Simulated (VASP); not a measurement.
# RbP6 (Fm-3m) in VASP: single point with PBE

Aim: the single point of RbP6 with PBE.

Program: VASP 6.6.1. These are calculated values, not measurements. Logs are shortened: lines on timing, memory, paths and dates and some standing lists are left out, and cuts for length are marked.

## 1. The cell of the first run

It takes space group Fm-3m (No. 225, cubic). The conventional cell has a = 8.805 Å, b = 8.805 Å, c = 8.805 Å, α = 90.00°, β = 90.00°, γ = 90.00°. Rb (site symmetry m-3m) has 12 P at 3.11 Å within 4.1 Å. Within 4.1 Å of P (site symmetry mmm) lie 2 Rb at 3.11 Å and 8 P at 3.11 Å.

The cell was generated, and may not be a known phase.

## 2. Single point, PBE

Input file INCAR:

```
SYSTEM = RbP6
PREC = Accurate
ENCUT = 520
EDIFF = 1E-6
ISMEAR = 0
SIGMA = 0.1
LREAL = .FALSE.
LASPH = .TRUE.
NELM = 80
ALGO = Normal
ISIF = 2
LWAVE = .FALSE.
LCHARG = .FALSE.
GGA = PE
NBANDS = 28
```

Input file KPOINTS:

```
regular mesh
0
G
  4 4 4
  0 0 0
```

Input file POSCAR:

```
RbP6
1.0
    0.0000000000      4.4023920500      4.4023920500
    4.4023920500      0.0000000000      4.4023920500
    4.4023920500      4.4023920500      0.0000000000
Rb P
1 6
Direct
    0.0000000000      0.0000000000      0.0000000000
    0.5000000000      0.5000000000      0.0000000000
    0.5000000000      0.0000000000      0.5000000000
    0.0000000000      0.0000000000      0.5000000000
    0.0000000000      0.5000000000      0.0000000000
    0.0000000000      0.5000000000      0.5000000000
    0.5000000000      0.0000000000      0.0000000000
```

Potentials or basis: VASP PAW PBE potentials, release 64 (Rb_sv, P).

Run with:

```
$ cat potpaw_PBE.64/Rb_sv/POTCAR potpaw_PBE.64/P/POTCAR > POTCAR
$ mpirun -np 1 vasp_std > vasp.out
```

OUTCAR:

```text
SYSTEM = RbP6
   PREC = Accurate
   ENCUT = 520
   EDIFF = 1E-6
   ISMEAR = 0
   LREAL = .FALSE.
   LASPH = .TRUE.
   NELM = 80
   ISIF = 2
   GGA = PE

 ion  position               nearest neighbor table
   1  0.000  0.000  0.000-   4 3.11   5 3.11   7 3.11   3 3.11   4 3.11   6 3.11   2 3.11   5 3.11
                             6 3.11   2 3.11   3 3.11   7 3.11
   2  0.500  0.500  0.000-   1 3.11   1 3.11
   3  0.500  0.000  0.500-   1 3.11   1 3.11
   4  0.000  0.000  0.500-   1 3.11   1 3.11
   5  0.000  0.500  0.000-   1 3.11   1 3.11
   6  0.000  0.500  0.500-   1 3.11   1 3.11
   7  0.500  0.000  0.000-   1 3.11   1 3.11

  LATTYP: Found a face centered cubic cell.
 ALAT       =     8.8047841000

  Lattice vectors:

 A1 = (   0.0000000000,   4.4023920500,   4.4023920500)
 A2 = (   4.4023920500,   0.0000000000,   4.4023920500)
 A3 = (   4.4023920500,   4.4023920500,   0.0000000000)

Analysis of symmetry for initial positions (statically):
=====================================================================
 Subroutine PRICEL returns:
 Original cell was already a primitive cell.

 Routine SETGRP: Setting up the symmetry group for a
 face centered cubic supercell.

 Subroutine GETGRP returns: Found 48 space group operations
 (whereof 48 operations were pure point group operations)
 out of a pool of 48 trial point group operations.

The static configuration has the point symmetry O_h .

Analysis of symmetry for dynamics (positions and initial velocities):
=====================================================================
 Subroutine PRICEL returns:
 Original cell was already a primitive cell.

 Routine SETGRP: Setting up the symmetry group for a
 face centered cubic supercell.

 Subroutine GETGRP returns: Found 48 space group operations
 (whereof 48 operations were pure point group operations)
 out of a pool of 48 trial point group operations.

The dynamic configuration has the point symmetry O_h .

 Subroutine INISYM returns: Found 48 space group operations
 (whereof 48 operations are pure point group operations),
 and found     1 'primitive' translations

----------------------------------------------------------------------------------------

                                     Primitive cell

  volume of cell :     170.6460

  direct lattice vectors                    reciprocal lattice vectors
     0.000000000  4.402392050  4.402392050    -0.113574619  0.113574619  0.113574619
     4.402392050  0.000000000  4.402392050     0.113574619 -0.113574619  0.113574619
     4.402392050  4.402392050  0.000000000     0.113574619  0.113574619 -0.113574619

  length of vectors
     6.225922544  6.225922544  6.225922544     0.196717011  0.196717011  0.196717011

  position of ions in fractional coordinates (direct lattice)
     0.000000000  0.000000000  0.000000000
     0.500000000  0.500000000  0.000000000
     0.500000000  0.000000000  0.500000000
     0.000000000  0.000000000  0.500000000
     0.000000000  0.500000000  0.000000000
     0.000000000  0.500000000  0.500000000
     0.500000000  0.000000000  0.000000000

  ion indices of the primitive-cell ions
   primitive index   ion index
                 1           1
                 2           2
                 3           3
                 4           4
                 5           5
                 6           6
                 7           7

----------------------------------------------------------------------------------------

 KPOINTS: regular mesh

Automatic generation of k-mesh.
 Grid dimensions read from file:
 generate k-points for:    4    4    4

 Generating k-lattice:

  Cartesian coordinates                     Fractional coordinates (reciprocal lattice)
    -0.028393655  0.028393655  0.028393655     0.250000000  0.000000000  0.000000000
     0.028393655 -0.028393655  0.028393655     0.000000000  0.250000000  0.000000000
     0.028393655  0.028393655 -0.028393655     0.000000000  0.000000000  0.250000000

  Length of vectors
     0.049179253  0.049179253  0.049179253

  Shift w.r.t. Gamma in fractional coordinates (k-lattice)
     0.000000000  0.000000000  0.000000000

 Subroutine IBZKPT returns following result:
 ===========================================

 Found      8 irreducible k-points:

 Following reciprocal coordinates:
            Coordinates               Weight
  0.000000  0.000000  0.000000      1.000000
  0.250000  0.000000  0.000000      8.000000
  0.500000  0.000000  0.000000      4.000000
  0.250000  0.250000  0.000000      6.000000
  0.500000  0.250000  0.000000     24.000000
 -0.250000  0.250000  0.000000     12.000000
  0.500000  0.500000  0.000000      3.000000
 -0.250000  0.500000  0.250000      6.000000
   k-points           NKPTS =      8   k-points in BZ     NKDIM =      8   number of bands    NBANDS=     28
   number of dos      NEDOS =    301   number of ions     NIONS =      7
   total plane-waves  NPLWV = 110592
   dimension x,y,z NGX =    48 NGY =   48 NGZ =   48
   dimension x,y,z NGXF=    96 NGYF=   96 NGZF=   96
   ions per type =               1   6
   NGX,Y,Z   is equivalent  to a cutoff of  12.82, 12.82, 12.82 a.u.
   NGXF,Y,Z  is equivalent  to a cutoff of  25.63, 25.63, 25.63 a.u.
 SYSTEM =  RbP6
   PREC   = accura    normal or accurate (medium, high low for compatibility)
   ISTART =      0    job   : 0-new  1-cont  2-samecut
   ICHARG =      2    charge: 1-file 2-atom 10-const
   ISPIN  =      1    spin polarized calculation?
   LNONCOLLINEAR =      F non collinear calculations
   LSORBIT =      F    spin-orbit coupling
   LASPH  =      T    aspherical Exc in radial PAW
   ENCUT  =  520.0 eV  38.22 Ry    6.18 a.u.  11.58 11.58 11.58*2*pi/ulx,y,z
   NELM   =     80;   NELMIN=  2; NELMDL= -5     # of ELM steps
   EDIFF  = 0.1E-05   stopping-criterion for ELM
   LREAL  =      F    real-space projection
   EDIFFG = 0.1E-04   stopping-criterion for IOM
   NSW    =      0    number of steps for IOM
   IBRION =     -1    ionic relax: 0-MD 1-quasi-New 2-CG
   NFREE  =      0    steps in history (QN), initial steepest desc. (CG)
   ISIF   =      2    stress and relaxation
   ISYM   =      2    0-nonsym 1-usesym 2-fastsym
   POTIM  = 0.5000    time-step for ionic-motion
   TEBEG  =    0.0;   TEEND  =   0.0 temperature during run
   PSTRESS=    0.0 pullay stress
   NELECT =      39.0000    total number of electrons
   NUPDOWN=      -1.0000    fix difference up-down
   EMIN   =  10.00;   EMAX   =-10.00  energy-range for DOS
   EFERMI =   0.00;   METHOD = LEGACY
   ISMEAR =     0;   SIGMA  =   0.10  broadening in eV -4-tet -1-fermi 0-gaus
   EFERMI_NEDOS =   21; number of points for ismear=-14 and -15
   IALGO  =     38    algorithm
   IMIX   =      4    mixing-type and parameters
     AMIX     =   0.40;   BMIX     =  1.00
     AMIX_MAG =   1.60;   BMIX_MAG =  1.00
  volume/ion in A,a.u.               =      24.38       164.51
  Fermi-wavevector in a.u.,A,eV,Ry     =   1.000916  1.891457 13.630765  1.001833
  Thomas-Fermi vector in A             =   2.133304
   LORBIT       =      0    0 simple, 1 ext, 2 COOP (PROOUT), +10 PAW based schemes
   GGA     = PE    functional components
   LHFCALC =     F    Hartree Fock is set to
   AEXX    =    0.0000 exact exchange contribution
   IVDW    =     0    specifies the selected vdW correction
   LEPSILON=     F    determine dielectric tensor
   LRPA    =     F    only Hartree local field effects (RPA)
 non-spin polarized calculation
 Gauss-broadening in eV      SIGMA  =   0.10
  energy-cutoff  :      520.00
  volume of cell :      170.65
 maximum number of plane-waves:      4645
 NGX is ok and might be reduce to    48
   NGX = 23   NGY = 23   NGZ = 23

 number of electron      38.9999998 magnetization

 Free energy of the ion-electron system (eV)
  ---------------------------------------------------
  ext. energy  EPLUGINS =         0.00000000
  ---------------------------------------------------
  free energy    TOTEN  =       -25.22252308 eV

  energy without entropy =      -25.19361958  energy(sigma->0) =      -25.20807133

 E-fermi :   3.1754     XC(G=0):  -9.1890

 val. band max:        3.1639462079   @ k =   0.2500   0.2500   0.0000
 cond. band min:       3.2078788993   @ k =   0.5000   0.0000   0.0000
 fundamental gap:      0.0439326914
 Fermi energy:         3.1753750754

 k-point     1 :       0.0000    0.0000    0.0000
  band No.  band energies     occupation
      1     -22.1592      2.00000
      2      -8.4014      2.00000
      3      -6.8072      2.00000
      4      -6.8072      2.00000
      5      -6.8072      2.00000
      6      -5.8723      2.00000
[... 20 lines left out ...]
     27       6.4534      0.00000
     28       6.4563      0.00000

 k-point     2 :       0.2500    0.0000    0.0000
  band No.  band energies     occupation
      1     -22.1583      2.00000
      2      -8.3305      2.00000
      3      -7.0933      2.00000
      4      -6.9432      2.00000
      5      -6.9432      2.00000
      6      -5.7588      2.00000
[... 20 lines left out ...]
     27       6.3211      0.00000
     28       6.3211      0.00000

 k-point     3 :       0.5000    0.0000    0.0000
  band No.  band energies     occupation
      1     -22.1574      2.00000
      2      -8.1998      2.00000
      3      -7.4434      2.00000
      4      -7.0424      2.00000
      5      -7.0424      2.00000
      6      -5.5787      2.00000
[... 20 lines left out ...]
     27       6.2507      0.00000
     28       6.2507      0.00000

 k-point     4 :       0.2500    0.2500    0.0000
  band No.  band energies     occupation
      1     -22.1580      2.00000
      2      -8.3211      2.00000
      3      -7.1409      2.00000
      4      -7.1409      2.00000
      5      -6.6166      2.00000
      6      -6.1245      2.00000
[... 20 lines left out ...]
     27       6.3017      0.00000
     28       6.3847      0.00000

 k-point     5 :       0.5000    0.2500    0.0000
  band No.  band energies     occupation
      1     -22.1571      2.00000
      2      -8.1465      2.00000
      3      -7.6310      2.00000
      4      -7.2186      2.00000
      5      -6.5763      2.00000
      6      -5.8230      2.00000
[... 20 lines left out ...]
     27       5.6071      0.00000
     28       6.2468      0.00000

 k-point     6 :      -0.2500    0.2500    0.0000
  band No.  band energies     occupation
      1     -22.1574      2.00000
      2      -8.1738      2.00000
      3      -7.6223      2.00000
      4      -7.0516      2.00000
      5      -6.7354      2.00000
      6      -5.7691      2.00000
[... 20 lines left out ...]
     27       5.8539      0.00000
     28       6.1652      0.00000

 k-point     7 :       0.5000    0.5000    0.0000
  band No.  band energies     occupation
      1     -22.1568      2.00000
      2      -8.2226      2.00000
      3      -7.3582      2.00000
      4      -7.3582      2.00000
      5      -6.3306      2.00000
      6      -6.3304      2.00000
[... 20 lines left out ...]
     27       6.2126      0.00000
     28       6.3204      0.00000

 k-point     8 :      -0.2500    0.5000    0.2500
  band No.  band energies     occupation
      1     -22.1568      2.00000
      2      -7.9095      2.00000
      3      -7.9095      2.00000
      4      -7.3914      2.00000
      5      -6.1922      2.00000
      6      -5.7664      2.00000
[... 20 lines left out ...]
     27       5.4477      0.00000
     28       5.4477      0.00000

------------------------ aborting loop because EDIFF is reached ----------------------------------------

  FORCE on cell =-STRESS in cart. coord.  units (eV):
  Direction    XX          YY          ZZ          XY          YZ          ZX
  --------------------------------------------------------------------------------------
  -------------------------------------------------------------------------------------
  Total       -8.8775399     -8.8775399     -8.8775399     -0.0000000      0.0000000     -0.0000000
  in kB      -83.3502817    -83.3502817    -83.3502817     -0.0000000      0.0000000     -0.0000000
  external PRESSURE =     -83.3502817 kB  Pullay stress =       0.0000000 kB

 VOLUME and BASIS-vectors are now :
 -----------------------------------------------------------------------------
  energy-cutoff  :      520.00
  volume of cell :      170.65
      direct lattice vectors                 reciprocal lattice vectors
     0.000000000  4.402392050  4.402392050    -0.113574619  0.113574619  0.113574619
     4.402392050  0.000000000  4.402392050     0.113574619 -0.113574619  0.113574619
     4.402392050  4.402392050  0.000000000     0.113574619  0.113574619 -0.113574619

 POSITION                                       TOTAL-FORCE (eV/Angst)
 -----------------------------------------------------------------------------------
      0.00000      0.00000      0.00000         0.000000      0.000000     -0.000000
      2.20120      2.20120      4.40239         0.000000      0.000000     -0.000000
      2.20120      4.40239      2.20120        -0.000000     -0.000000      0.000000
      2.20120      2.20120      0.00000         0.000000     -0.000000      0.000000
      2.20120      0.00000      2.20120        -0.000000     -0.000000      0.000000
      4.40239      2.20120      2.20120         0.000000      0.000000     -0.000000
      0.00000      2.20120      2.20120         0.000000      0.000000     -0.000000
 -----------------------------------------------------------------------------------
    total drift:                                0.000000      0.000000     -0.000000

  FREE ENERGIE OF THE ION-ELECTRON SYSTEM (eV)
  ---------------------------------------------------
  free  energy   TOTEN  =       -25.2225230787 eV

  energy  without entropy=      -25.1936195800  energy(sigma->0) =      -25.20807133
```

Run time: 52 s. Hardware: 1 thread of Intel Xeon 8259CL, shared host; peak memory 0.32 GiB.

Results:

```
Free energy            : -25.2225 eV
Pressure               : -8.3 GPa
Band gap on the k mesh : zero (an odd number of electrons rules out a gap without spin polarisation)
```

Levels at points of the mesh, in eV from the Fermi level:
| k point | band 15 | band 16 | band 17 | band 18 | band 19 | band 20 | band 21 | band 22 | band 23 | band 24 |
| --- | --- | --- | --- | --- | --- | --- | --- | --- | --- | --- |
| (0.00, 0.00, 0.00) | -2.31 | -2.31 | -2.31 | 0.84 | 0.84 | 0.84 | 3.12 | 3.12 | 3.12 | 3.22 |
| (0.50, 0.00, 0.00) | -1.25 | -1.25 | -0.99 | -0.93 | -0.34 | -0.34 | 0.03 | 0.03 | 1.62 | 2.00 |
| (0.50, 0.50, 0.00) | -0.81 | -0.65 | -0.65 | -0.64 | -0.50 | -0.42 | -0.42 | -0.11 | 0.05 | 0.05 |

Caveat: the cell stands under tension.

The gap in the log of VASP goes by the Fermi energy; the results here count the filled bands.